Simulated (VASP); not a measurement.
# PbS (Fm-3m) in VASP: notebook

The runs below take PbS through single point, relaxation of cell and atoms, with LDA.

Program: VASP 6.6.1. These are calculated values, not measurements. Logs are shortened: lines on timing, memory, paths and dates and some standing lists are left out, and cuts for length are marked.

### 1 The cell of the first run

It takes space group Fm-3m (No. 225, cubic). Conventional cell: a = 5.847 Å, b = 5.847 Å, c = 5.847 Å, α = 90.00°, β = 90.00°, γ = 90.00°. Within 3.9 Å of Pb (site symmetry m-3m) lie 6 S at 2.92 Å. S (site symmetry m-3m) has 6 Pb at 2.92 Å within 3.9 Å.

### 2 Single point, LDA

INCAR

```
  ALGO = Normal
  EDIFF = 1E-7
  ENCUT = 520
  GGA = CA
  ISIF = 2
  ISMEAR = 0
  LASPH = T
  LCHARG = F
  LREAL = F
  LWAVE = F
  NBANDS = 17
  NELM = 80
  PREC = Accurate
  SIGMA = 0.01
```

KPOINTS

```
k-points
0
Gamma
  10 10 10
```

POSCAR

```
PbS
1.0
    0.0000000000      2.9232759864      2.9232759864
    2.9232759864      0.0000000000      2.9232759864
    2.9232759864      2.9232759864      0.0000000000
Pb S
1 1
Direct
    0.0000000000      0.0000000000      0.0000000000
    0.5000000000      0.5000000000      0.5000000000
```

Potentials or basis: VASP PAW LDA potentials, release 64 (Pb_d, S).

Started as:

```
> cat potpaw_LDA.64/Pb_d/POTCAR potpaw_LDA.64/S/POTCAR > POTCAR
> mpirun -np 1 vasp_std > vasp.out
```

OUTCAR:

```text
EDIFF = 1E-7
   ENCUT = 520
   GGA = CA
   ISIF = 2
   ISMEAR = 0
   LASPH = T
   LREAL = F
   NELM = 80
   PREC = Accurate

 ion  position               nearest neighbor table
   1  0.000  0.000  0.000-   2 2.92   2 2.92   2 2.92   2 2.92   2 2.92   2 2.92
   2  0.500  0.500  0.500-   1 2.92   1 2.92   1 2.92   1 2.92   1 2.92   1 2.92

  LATTYP: Found a face centered cubic cell.
 ALAT       =     5.8465519728

  Lattice vectors:

 A1 = (   0.0000000000,   2.9232759864,   2.9232759864)
 A2 = (   2.9232759864,   0.0000000000,   2.9232759864)
 A3 = (   2.9232759864,   2.9232759864,   0.0000000000)

Analysis of symmetry for initial positions (statically):
=====================================================================
 Subroutine PRICEL returns:
 Original cell was already a primitive cell.

 Routine SETGRP: Setting up the symmetry group for a
 face centered cubic supercell.

 Subroutine GETGRP returns: Found 48 space group operations
 (whereof 48 operations were pure point group operations)
 out of a pool of 48 trial point group operations.

The static configuration has the point symmetry O_h .

Analysis of symmetry for dynamics (positions and initial velocities):
=====================================================================
 Subroutine PRICEL returns:
 Original cell was already a primitive cell.

 Routine SETGRP: Setting up the symmetry group for a
 face centered cubic supercell.

 Subroutine GETGRP returns: Found 48 space group operations
 (whereof 48 operations were pure point group operations)
 out of a pool of 48 trial point group operations.

The dynamic configuration has the point symmetry O_h .

 Subroutine INISYM returns: Found 48 space group operations
 (whereof 48 operations are pure point group operations),
 and found     1 'primitive' translations

----------------------------------------------------------------------------------------

                                     Primitive cell

  volume of cell :      49.9620

  direct lattice vectors                    reciprocal lattice vectors
     0.000000000  2.923275986  2.923275986    -0.171040984  0.171040984  0.171040984
     2.923275986  0.000000000  2.923275986     0.171040984 -0.171040984  0.171040984
     2.923275986  2.923275986  0.000000000     0.171040984  0.171040984 -0.171040984

  length of vectors
     4.134136547  4.134136547  4.134136547     0.296251674  0.296251674  0.296251674

  position of ions in fractional coordinates (direct lattice)
     0.000000000  0.000000000  0.000000000
     0.500000000  0.500000000  0.500000000

  ion indices of the primitive-cell ions
   primitive index   ion index
                 1           1
                 2           2

----------------------------------------------------------------------------------------

 KPOINTS: k-points

Automatic generation of k-mesh.
 Grid dimensions read from file:
 generate k-points for:   10   10   10

 Generating k-lattice:

  Cartesian coordinates                     Fractional coordinates (reciprocal lattice)
    -0.017104098  0.017104098  0.017104098     0.100000000  0.000000000  0.000000000
     0.017104098 -0.017104098  0.017104098     0.000000000  0.100000000  0.000000000
     0.017104098  0.017104098 -0.017104098     0.000000000  0.000000000  0.100000000

  Length of vectors
     0.029625167  0.029625167  0.029625167

  Shift w.r.t. Gamma in fractional coordinates (k-lattice)
     0.000000000  0.000000000  0.000000000

 Subroutine IBZKPT returns following result:
 ===========================================

 Found     47 irreducible k-points:

 Following reciprocal coordinates:
            Coordinates               Weight
  0.000000  0.000000  0.000000      1.000000
  0.100000  0.000000  0.000000      8.000000
  0.200000  0.000000  0.000000      8.000000
  0.300000  0.000000  0.000000      8.000000
  0.400000  0.000000  0.000000      8.000000
  0.500000  0.000000  0.000000      4.000000
[... 16 lines left out ...]
  0.300000  0.300000  0.000000      6.000000
  0.400000  0.300000  0.000000     24.000000
 [... further k-points ...]
   k-points           NKPTS =     47   k-points in BZ     NKDIM =     47   number of bands    NBANDS=     17
   number of dos      NEDOS =    301   number of ions     NIONS =      2
   total plane-waves  NPLWV =  32768
   dimension x,y,z NGX =    32 NGY =   32 NGZ =   32
   dimension x,y,z NGXF=    64 NGYF=   64 NGZF=   64
   ions per type =               1   1
   NGX,Y,Z   is equivalent  to a cutoff of  12.87, 12.87, 12.87 a.u.
   NGXF,Y,Z  is equivalent  to a cutoff of  25.74, 25.74, 25.74 a.u.
 SYSTEM =  unknown system
   PREC   = accura    normal or accurate (medium, high low for compatibility)
   ISTART =      0    job   : 0-new  1-cont  2-samecut
   ICHARG =      2    charge: 1-file 2-atom 10-const
   ISPIN  =      1    spin polarized calculation?
   LNONCOLLINEAR =      F non collinear calculations
   LSORBIT =      F    spin-orbit coupling
   LASPH  =      T    aspherical Exc in radial PAW
   ENCUT  =  520.0 eV  38.22 Ry    6.18 a.u.   7.69  7.69  7.69*2*pi/ulx,y,z
   NELM   =     80;   NELMIN=  2; NELMDL= -5     # of ELM steps
   EDIFF  = 0.1E-06   stopping-criterion for ELM
   LREAL  =      F    real-space projection
   EDIFFG = 0.1E-05   stopping-criterion for IOM
   NSW    =      0    number of steps for IOM
   IBRION =     -1    ionic relax: 0-MD 1-quasi-New 2-CG
   NFREE  =      0    steps in history (QN), initial steepest desc. (CG)
   ISIF   =      2    stress and relaxation
   ISYM   =      2    0-nonsym 1-usesym 2-fastsym
   POTIM  = 0.5000    time-step for ionic-motion
   TEBEG  =    0.0;   TEEND  =   0.0 temperature during run
   PSTRESS=    0.0 pullay stress
   NELECT =      20.0000    total number of electrons
   NUPDOWN=      -1.0000    fix difference up-down
   EMIN   =  10.00;   EMAX   =-10.00  energy-range for DOS
   EFERMI =   0.00;   METHOD = LEGACY
   ISMEAR =     0;   SIGMA  =   0.01  broadening in eV -4-tet -1-fermi 0-gaus
   EFERMI_NEDOS =   21; number of points for ismear=-14 and -15
   IALGO  =     38    algorithm
   IMIX   =      4    mixing-type and parameters
     AMIX     =   0.40;   BMIX     =  1.00
     AMIX_MAG =   1.60;   BMIX_MAG =  1.00
  volume/ion in A,a.u.               =      24.98       168.58
  Fermi-wavevector in a.u.,A,eV,Ry     =   1.206531  2.280012 19.806220  1.455716
  Thomas-Fermi vector in A             =   2.342195
   LORBIT       =      0    0 simple, 1 ext, 2 COOP (PROOUT), +10 PAW based schemes
   GGA     = CA    functional components
   LHFCALC =     F    Hartree Fock is set to
   AEXX    =    0.0000 exact exchange contribution
   IVDW    =     0    specifies the selected vdW correction
   LEPSILON=     F    determine dielectric tensor
   LRPA    =     F    only Hartree local field effects (RPA)
 non-spin polarized calculation
 Gauss-broadening in eV      SIGMA  =   0.01
  energy-cutoff  :      520.00
  volume of cell :       49.96
 maximum number of plane-waves:      1363
   NGX = 15   NGY = 15   NGZ = 15

 number of electron      19.9999997 magnetization

 Free energy of the ion-electron system (eV)
  ---------------------------------------------------
  ext. energy  EPLUGINS =         0.00000000
  ---------------------------------------------------
  free energy    TOTEN  =        -9.99826536 eV

  energy without entropy =       -9.99826451  energy(sigma->0) =       -9.99826493

 E-fermi :   6.2598     XC(G=0): -10.2277

 val. band max:        6.2398415317   @ k =   0.5000   0.0000   0.0000
 cond. band min:       6.2796955555   @ k =   0.5000   0.0000   0.0000
 fundamental gap:      0.0398540238
 Fermi energy:         6.2597685409

 k-point     1 :       0.0000    0.0000    0.0000
  band No.  band energies     occupation
      1     -10.6742      2.00000
      2     -10.6742      2.00000
      3     -10.6742      2.00000
      4     -10.6665      2.00000
      5     -10.6665      2.00000
      6      -7.7897      2.00000
[... 9 lines left out ...]
     16      12.7191      0.00000
     17      14.4881      0.00000

 k-point     2 :       0.1000    0.0000    0.0000
  band No.  band energies     occupation
      1     -10.6737      2.00000
      2     -10.6731      2.00000
      3     -10.6731      2.00000
      4     -10.6659      2.00000
      5     -10.6659      2.00000
      6      -7.6959      2.00000
[... 9 lines left out ...]
     16      12.9886      0.00000
     17      15.4132      0.00000

 k-point     3 :       0.2000    0.0000    0.0000
  band No.  band energies     occupation
      1     -10.6813      2.00000
      2     -10.6813      2.00000
      3     -10.6728      2.00000
      4     -10.6533      2.00000
      5     -10.6533      2.00000
      6      -7.4255      2.00000
[... 9 lines left out ...]
     16      13.5811      0.00000
     17      17.1232      0.00000

 k-point     4 :       0.3000    0.0000    0.0000
  band No.  band energies     occupation
      1     -10.6927      2.00000
      2     -10.6927      2.00000
      3     -10.6722      2.00000
      4     -10.6363      2.00000
      5     -10.6363      2.00000
      6      -7.0203      2.00000
[... 9 lines left out ...]
     16      14.4482      0.00000
     17      18.6369      0.00000
[... 343 lines left out ...]
      1     -10.7025      2.00000
      2     -10.6886      2.00000
      3     -10.6669      2.00000
      4     -10.6467      2.00000
      5     -10.6353      2.00000
      6      -6.8693      2.00000
[... 9 lines left out ...]
     16      16.0300      0.00000
     17      16.4353      0.00000

 k-point    23 :       0.3000    0.3000    0.0000
  band No.  band energies     occupation
      1     -10.7744      2.00000
      2     -10.6951      2.00000
      3     -10.6460      2.00000
      4     -10.6264      2.00000
      5     -10.6264      2.00000
      6      -6.7139      2.00000
[... 9 lines left out ...]
     16      16.8628      0.00000
     17      17.0546      0.00000

 k-point    24 :       0.4000    0.3000    0.0000
  band No.  band energies     occupation
      1     -10.8001      2.00000
      2     -10.6952      2.00000
      3     -10.6482      2.00000
      4     -10.6187      2.00000
      5     -10.6140      2.00000
      6      -6.3749      2.00000
[... 9 lines left out ...]
     16      17.2389      0.00000
     17      17.8057      0.00000

 [... further k-points ...]

------------------------ aborting loop because EDIFF is reached ----------------------------------------

  FORCE on cell =-STRESS in cart. coord.  units (eV):
  Direction    XX          YY          ZZ          XY          YZ          ZX
  --------------------------------------------------------------------------------------
  -------------------------------------------------------------------------------------
  Total        0.0169291      0.0169291      0.0169291     -0.0000000     -0.0000000      0.0000000
  in kB        0.5428814      0.5428814      0.5428814     -0.0000000     -0.0000000      0.0000000
  external PRESSURE =       0.5428814 kB  Pullay stress =       0.0000000 kB

 VOLUME and BASIS-vectors are now :
 -----------------------------------------------------------------------------
  energy-cutoff  :      520.00
  volume of cell :       49.96
      direct lattice vectors                 reciprocal lattice vectors
     0.000000000  2.923275986  2.923275986    -0.171040984  0.171040984  0.171040984
     2.923275986  0.000000000  2.923275986     0.171040984 -0.171040984  0.171040984
     2.923275986  2.923275986  0.000000000     0.171040984  0.171040984 -0.171040984

 POSITION                                       TOTAL-FORCE (eV/Angst)
 -----------------------------------------------------------------------------------
      0.00000      0.00000      0.00000         0.000000      0.000000     -0.000000
      2.92328      2.92328      2.92328        -0.000000     -0.000000      0.000000
 -----------------------------------------------------------------------------------
    total drift:                                0.000000     -0.000000     -0.000000

  FREE ENERGIE OF THE ION-ELECTRON SYSTEM (eV)
  ---------------------------------------------------
  free  energy   TOTEN  =        -9.9982653594 eV

  energy  without entropy=       -9.9982645082  energy(sigma->0) =       -9.99826493
```

It used 54 s of CPU time on 1 thread of AMD EPYC 7R13 Processor (Zen 3), on a shared host.

Results:

* Free energy: -9.9983 eV
* Pressure: 0.1 GPa
* Band gap on the k mesh: 0.04 eV, direct

Caveat: spin-orbit coupling is left out, which moves the levels of the heavy elements. A k mesh can miss the band edges.

### 3 Relaxation of cell and atoms, LDA

This run uses another cell than the first one, of 25.80 Å³/atom, 1.033 times its volume.

INCAR

```
ALGO = Normal
EDIFF = 1E-7
EDIFFG = -0.005
ENCUT = 600
GGA = CA
IBRION = 2
ISIF = 3
ISMEAR = 0
LASPH = True
LCHARG = False
LREAL = False
LWAVE = False
NELM = 80
NSW = 80
PREC = Accurate
SIGMA = 0.01
```

KPOINTS is that of step 2.

POSCAR

```
PbS
1.0
    0.0000000000      2.9550000000      2.9550000000
    2.9550000000      0.0000000000      2.9550000000
    2.9550000000      2.9550000000      0.0000000000
Pb S
1 1
Direct
    0.0000000000      0.0000000000      0.0000000000
    0.5000000000      0.5000000000      0.5000000000
```

Potentials or basis: VASP PAW LDA potentials, release 64 (Pb_d, S).

Started as:

```
> cat potpaw_LDA.64/Pb_d/POTCAR potpaw_LDA.64/S/POTCAR > POTCAR
> mpirun -np 1 vasp_std > vasp.out
```

It used 220 s of CPU time on 1 thread of AMD EPYC 7R13 Processor (Zen 3), with other jobs on the host.

The run converged. Its results:

| Property | Result |
| --- | --- |
| Free energy | -9.9987 eV |
| Relaxed volume | 25.02 Å³/atom |
| Relaxed cell | a = 4.136 Å, b = 4.136 Å, c = 4.136 Å, α = 60.00°, β = 60.00°, γ = 60.00° |
| Space group after relaxing (to 0.05 Å) | Fm-3m (No. 225) |
| Energy gained by relaxing | 4.7 meV/atom |
| Ionic steps | 3 |
| Pressure after relaxing | 0.0 GPa |
| Band gap on the k mesh | 0.05 eV, direct |

The path:
```tsv
step	energy change (eV)	largest force (eV/Å)	pressure (GPa)	volume (Å³)
1	0.0000	0.0000	-1.88	51.61
2	-0.0075	0.0000	0.84	49.38
3	-0.0093	0.0000	0.01	50.04
```

Final structure:
```
Pb S
1.0
     0.00000    2.92483    2.92483
     2.92483    0.00000    2.92483
     2.92483    2.92483    0.00000
Pb S
1 1
Direct
  0.00000 0.00000 0.00000
  0.50000 0.50000 0.50000
```

Levels at points of the mesh, in eV from the valence-band top:
```csv
k point,band 6,band 7,band 8,band 9,band 10,band 11,band 12,band 13,band 14
"(0.00, 0.00, 0.00)",-14.01,-6.06,-2.43,-2.43,-2.43,5.14,5.14,5.14,6.49
"(0.50, 0.00, 0.00)",-12.61,-9.24,-1.98,-1.98,0.00,0.05,1.68,1.68,8.47
"(0.50, 0.50, 0.00)",-12.10,-7.40,-5.68,-3.79,-3.79,3.49,5.55,5.67,5.67
```

Caveat: spin-orbit coupling is left out, which moves the levels of the heavy elements.
